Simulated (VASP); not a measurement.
# C (Im-3m) in VASP: further runs, part 2 of 2

VASP 6.6.1.

### 4 Relaxation of cell and atoms, PBEsol

This run uses another cell than the first one: it holds 1 atom, not 8.

Contents of INCAR:

```
PREC = Accurate
ENCUT = 600
EDIFF = 1E-6
ISMEAR = 0
SIGMA = 0.1
LREAL = False
LASPH = True
NELM = 60
ALGO = Normal
ISIF = 3
LWAVE = False
LCHARG = False
GGA = PS
IBRION = 2
NSW = 100
EDIFFG = -0.01
```

Contents of KPOINTS:

```
regular mesh
0
Gamma
  32 32 32
```

Contents of POSCAR:

```
C
1.0
   -1.1608953267      1.1608953267      1.1608953267
    1.1608953267     -1.1608953267      1.1608953267
    1.1608953267      1.1608953267     -1.1608953267
C
1
Direct
    0.0000000000      0.0000000000      0.0000000000
```

Potentials or basis: VASP PAW PBE potentials, release 64 (C).

Launch:

```console
cat potpaw_PBE.64/C/POTCAR > POTCAR
mpirun -np 1 vasp_std > vasp.out
```

OUTCAR:

```text
PREC = Accurate
   ENCUT = 600
   EDIFF = 1E-6
   ISMEAR = 0
   LREAL = False
   LASPH = True
   NELM = 60
   ISIF = 3
   GGA = PS
   IBRION = 2
   NSW = 100
   EDIFFG = -0.01

 ion  position               nearest neighbor table
   1  0.000  0.000  0.000-

  LATTYP: Found a body centered cubic cell.
 ALAT       =     2.3217906534

  Lattice vectors:

 A1 = (  -1.1608953267,   1.1608953267,   1.1608953267)
 A2 = (   1.1608953267,  -1.1608953267,   1.1608953267)
 A3 = (   1.1608953267,   1.1608953267,  -1.1608953267)

Analysis of symmetry for initial positions (statically):
=====================================================================
 Subroutine PRICEL returns:
 Original cell was already a primitive cell.

 Routine SETGRP: Setting up the symmetry group for a
 body centered cubic supercell.

 Subroutine GETGRP returns: Found 48 space group operations
 (whereof 48 operations were pure point group operations)
 out of a pool of 48 trial point group operations.

The static configuration has the point symmetry O_h .

Analysis of symmetry for dynamics (positions and initial velocities):
=====================================================================
 Subroutine PRICEL returns:
 Original cell was already a primitive cell.

 Routine SETGRP: Setting up the symmetry group for a
 body centered cubic supercell.

 Subroutine GETGRP returns: Found 48 space group operations
 (whereof 48 operations were pure point group operations)
 out of a pool of 48 trial point group operations.

The dynamic configuration has the point symmetry O_h .

 Subroutine INISYM returns: Found 48 space group operations
 (whereof 48 operations are pure point group operations),
 and found     1 'primitive' translations

----------------------------------------------------------------------------------------

                                     Primitive cell

  volume of cell :       6.2581

  direct lattice vectors                    reciprocal lattice vectors
    -1.160895327  1.160895327  1.160895327     0.000000000  0.430702053  0.430702053
     1.160895327 -1.160895327  1.160895327     0.430702053  0.000000000  0.430702053
     1.160895327  1.160895327 -1.160895327     0.430702053  0.430702053  0.000000000

  length of vectors
     2.010729688  2.010729688  2.010729688     0.609104684  0.609104684  0.609104684

  position of ions in fractional coordinates (direct lattice)
     0.000000000  0.000000000  0.000000000

  ion indices of the primitive-cell ions
   primitive index   ion index
                 1           1

----------------------------------------------------------------------------------------

 KPOINTS: regular mesh

Automatic generation of k-mesh.
 Grid dimensions read from file:
 generate k-points for:   32   32   32

 Generating k-lattice:

  Cartesian coordinates                     Fractional coordinates (reciprocal lattice)
     0.000000000  0.013459439  0.013459439     0.031250000  0.000000000  0.000000000
     0.013459439  0.000000000  0.013459439     0.000000000  0.031250000  0.000000000
     0.013459439  0.013459439  0.000000000     0.000000000  0.000000000  0.031250000

  Length of vectors
[... 39 lines left out ...]
   total plane-waves  NPLWV =   4096
   dimension x,y,z NGX =    16 NGY =   16 NGZ =   16
   dimension x,y,z NGXF=    32 NGYF=   32 NGZF=   32
   ions per type =               1
   NGX,Y,Z   is equivalent  to a cutoff of  13.23, 13.23, 13.23 a.u.
   NGXF,Y,Z  is equivalent  to a cutoff of  26.46, 26.46, 26.46 a.u.
 SYSTEM =  unknown system
   PREC   = accura    normal or accurate (medium, high low for compatibility)
   ISTART =      0    job   : 0-new  1-cont  2-samecut
   ICHARG =      2    charge: 1-file 2-atom 10-const
   ISPIN  =      1    spin polarized calculation?
   LNONCOLLINEAR =      F non collinear calculations
   LSORBIT =      F    spin-orbit coupling
   LASPH  =      T    aspherical Exc in radial PAW
   ENCUT  =  600.0 eV  44.10 Ry    6.64 a.u.   4.02  4.02  4.02*2*pi/ulx,y,z
   NELM   =     60;   NELMIN=  2; NELMDL= -5     # of ELM steps
   EDIFF  = 0.1E-05   stopping-criterion for ELM
   LREAL  =      F    real-space projection
   EDIFFG = -.1E-01   stopping-criterion for IOM
   NSW    =    100    number of steps for IOM
   IBRION =      2    ionic relax: 0-MD 1-quasi-New 2-CG
   NFREE  =      1    steps in history (QN), initial steepest desc. (CG)
   ISIF   =      3    stress and relaxation
   ISYM   =      2    0-nonsym 1-usesym 2-fastsym
   POTIM  = 0.5000    time-step for ionic-motion
   TEBEG  =    0.0;   TEEND  =   0.0 temperature during run
   PSTRESS=    0.0 pullay stress
   NELECT =       4.0000    total number of electrons
   NUPDOWN=      -1.0000    fix difference up-down
   EMIN   =  10.00;   EMAX   =-10.00  energy-range for DOS
   EFERMI =   0.00;   METHOD = LEGACY
   ISMEAR =     0;   SIGMA  =   0.10  broadening in eV -4-tet -1-fermi 0-gaus
   EFERMI_NEDOS =   21; number of points for ismear=-14 and -15
   IALGO  =     38    algorithm
   IMIX   =      4    mixing-type and parameters
     AMIX     =   0.40;   BMIX     =  1.00
     AMIX_MAG =   1.60;   BMIX_MAG =  1.00
  volume/ion in A,a.u.               =       6.26        42.23
  Fermi-wavevector in a.u.,A,eV,Ry     =   1.410203  2.664898 27.057549  1.988674
  Thomas-Fermi vector in A             =   2.532181
   LORBIT       =      0    0 simple, 1 ext, 2 COOP (PROOUT), +10 PAW based schemes
   GGA     = PS    functional components
   LHFCALC =     F    Hartree Fock is set to
   AEXX    =    0.0000 exact exchange contribution
   IVDW    =     0    specifies the selected vdW correction
   LEPSILON=     F    determine dielectric tensor
   LRPA    =     F    only Hartree local field effects (RPA)
 conjugate gradient relaxation of ions
 non-spin polarized calculation
 Gauss-broadening in eV      SIGMA  =   0.10
  energy-cutoff  :      600.00
  volume of cell :        6.26
 maximum number of plane-waves:       236
   NGX =  7   NGY =  7   NGZ =  7

--------------------------------------- Ionic step        1  -------------------------------------------

 number of electron       4.0000000 magnetization

 Free energy of the ion-electron system (eV)
  ---------------------------------------------------
  ext. energy  EPLUGINS =         0.00000000
  ---------------------------------------------------
  free energy    TOTEN  =        -5.42790180 eV

  energy without entropy =       -5.42615195  energy(sigma->0) =       -5.42702688

------------------------ aborting loop because EDIFF is reached ----------------------------------------

  FORCE on cell =-STRESS in cart. coord.  units (eV):
  Direction    XX          YY          ZZ          XY          YZ          ZX
  --------------------------------------------------------------------------------------
  -------------------------------------------------------------------------------------
  Total        0.2325545      0.2325545      0.2325545     -0.0000000      0.0000000      0.0000000
  in kB       59.5382620     59.5382620     59.5382620     -0.0000000      0.0000000      0.0000000
  external PRESSURE =      59.5382620 kB  Pullay stress =       0.0000000 kB
[... 57 lines left out ...]
--------------------------------------- Ionic step        3  -------------------------------------------

 number of electron       4.0000000 magnetization

 Free energy of the ion-electron system (eV)
  ---------------------------------------------------
  ext. energy  EPLUGINS =         0.00000000
  ---------------------------------------------------
  free energy    TOTEN  =        -5.43102647 eV

  energy without entropy =       -5.42915725  energy(sigma->0) =       -5.43009186

 E-fermi :   9.0028     XC(G=0): -13.4051

 val. band max:        9.0025226858   @ k =  -0.3125   0.4687   0.0938
 cond. band min:       9.0053853185   @ k =  -0.3750   0.4687   0.1875
 fundamental gap:      0.0028626326
 Fermi energy:         9.0027706504

 k-point     1 :       0.0000    0.0000    0.0000
  band No.  band energies     occupation
      1     -11.1391      2.00000
      2      18.5143      0.00000
      3      18.5143      0.00000
      4      18.5143      0.00000
      5      42.8457      0.00000
      6      42.8457      0.00000
[... 199 lines left out ...]
 k-point    24 :       0.2187    0.0313   -0.0000
  band No.  band energies     occupation
      1      -8.5907      2.00000
      2      12.6975      0.00000
      3      15.8689      0.00000
      4      17.7720      0.00000
      5      34.0697      0.00000
      6      35.7856      0.00000

 [... further k-points ...]

------------------------ aborting loop because EDIFF is reached ----------------------------------------

  FORCE on cell =-STRESS in cart. coord.  units (eV):
  Direction    XX          YY          ZZ          XY          YZ          ZX
  --------------------------------------------------------------------------------------
  -------------------------------------------------------------------------------------
  Total        0.0004707      0.0004707      0.0004707      0.0000000      0.0000000     -0.0000000
  in kB        0.1172972      0.1172972      0.1172972      0.0000000      0.0000000     -0.0000000
  external PRESSURE =       0.1172972 kB  Pullay stress =       0.0000000 kB
[... 16 lines left out ...]
  FREE ENERGIE OF THE ION-ELECTRON SYSTEM (eV)
  ---------------------------------------------------
  free  energy   TOTEN  =        -5.4310264685 eV

  energy  without entropy=       -5.4291572535  energy(sigma->0) =       -5.43009186

 reached required accuracy - stopping structural energy minimisation
```

OSZICAR:

```text
N       E                     dE             d eps       ncg     rms          rms(c)
DAV:   1    -0.209547360008E+01   -0.20955E+01   -0.27571E+03 11448   0.737E+02
DAV:   2    -0.540465432099E+01   -0.33092E+01   -0.29660E+01 14418   0.496E+01
DAV:   3    -0.542701456794E+01   -0.22360E-01   -0.22131E-01 12162   0.454E+00
[... 15 lines left out ...]
       N       E                     dE             d eps       ncg     rms          rms(c)
DAV:   1    -0.543115066829E+01   -0.29313E-03   -0.73902E-03 10764   0.740E-01    0.734E-02
DAV:   2    -0.543106221053E+01    0.88458E-04   -0.61272E-05 11454   0.745E-02    0.387E-02
DAV:   3    -0.543102648891E+01    0.35722E-04   -0.68719E-05 10770   0.629E-02    0.473E-03
DAV:   4    -0.543102646852E+01    0.20390E-07   -0.75496E-08  6024   0.406E-03
   3 F= -.54310265E+01 E0= -.54300919E+01  d E =-.312467E-02
```

CONTCAR:

```text
C
   1.00000000000000
    -1.1714193783931217    1.1714193783931217    1.1714193783931217
     1.1714193783931217   -1.1714193783931217    1.1714193783931217
     1.1714193783931217    1.1714193783931217   -1.1714193783931217
  C
     1
Direct
     0.0000000000000000    0.0000000000000000    0.0000000000000000

  0.00000000E+00  0.00000000E+00  0.00000000E+00
```

Wall time 21 s (1 thread of Intel Xeon 6975P-C, shared host); peak memory 0.15 GiB.

Results:

- Free energy: -5.4310 eV
- Relaxed volume: 6.43 Å³/atom
- Relaxed cell: a = 2.029 Å, b = 2.029 Å, c = 2.029 Å, α = 109.47°, β = 109.47°, γ = 109.47°
- Space group after relaxing (to 0.05 Å): Im-3m (No. 229)
- Energy gained by relaxing: 3.1 meV/atom
- Ionic steps: 3
- Pressure after relaxing: 0.0 GPa
- Band gap on the k mesh: zero (band 2 reaches 18.51 eV, above the bottom of band 3 at 3.68 eV)

Step by step:
| step | energy change (eV) | largest force (eV/Å) | pressure (GPa) | volume (Å³) |
| --- | --- | --- | --- | --- |
| 1 | 0.0000 | 0.0000 | 5.95 | 6.26 |
| 2 | -0.0030 | 0.0000 | -1.31 | 6.47 |
| 3 | -0.0031 | 0.0000 | 0.01 | 6.43 |

Final structure:
```cif
data_structure
_symmetry_space_group_name_H-M 'P 1'
_symmetry_Int_Tables_number 1
_cell_length_a 2.0290
_cell_length_b 2.0290
_cell_length_c 2.0290
_cell_angle_alpha 109.471
_cell_angle_beta 109.471
_cell_angle_gamma 109.471
_cell_volume 6.43
loop_
_atom_site_label
_atom_site_type_symbol
_atom_site_fract_x
_atom_site_fract_y
_atom_site_fract_z
_atom_site_occupancy
C1 C 0.00000 0.00000 0.00000 1
```

Levels at points of the mesh, in eV from the Fermi level:
```tsv
k point	band 1	band 2	band 3	band 4	band 5	band 6
(0.00, 0.00, 0.00)	-20.14	9.51	9.51	9.51	33.84	33.84
(0.50, 0.00, 0.00)	-9.26	-8.61	4.64	8.00	22.16	23.07
(0.50, 0.50, 0.50)	-1.62	-1.62	-1.62	1.18	11.86	11.86
```

Caveat: the PAW data sets were made with another functional, which shifts forces and pressure a little.

### 5 The runs side by side

```csv
task,cell,k mesh,cutoff (eV),gap on the mesh (eV),pressure (GPa)
single point,"a = 4.057 Å, angles 109.5°, 8 atoms",8 × 8 × 8,520,none,-0.8
single point,"a = 2.029 Å, angles 109.5°, 1 atom",32 × 32 × 32,520,none,0.3
relaxation of cell and atoms,"relaxed from a = 2.011 Å, angles 109.5°, 1 atom",32 × 32 × 32,600,none,0.0
```

Alike in all rows: level PBEsol; potentials or basis VASP PAW PBE potentials, release 64 (C); no spin polarisation; smearing gaussian 0.1 eV.

Caveats: the PAW data sets were made with another functional, which shifts forces and pressure a little.

Total energies depend on the potentials used, so only differences within one code and one set of settings carry meaning.
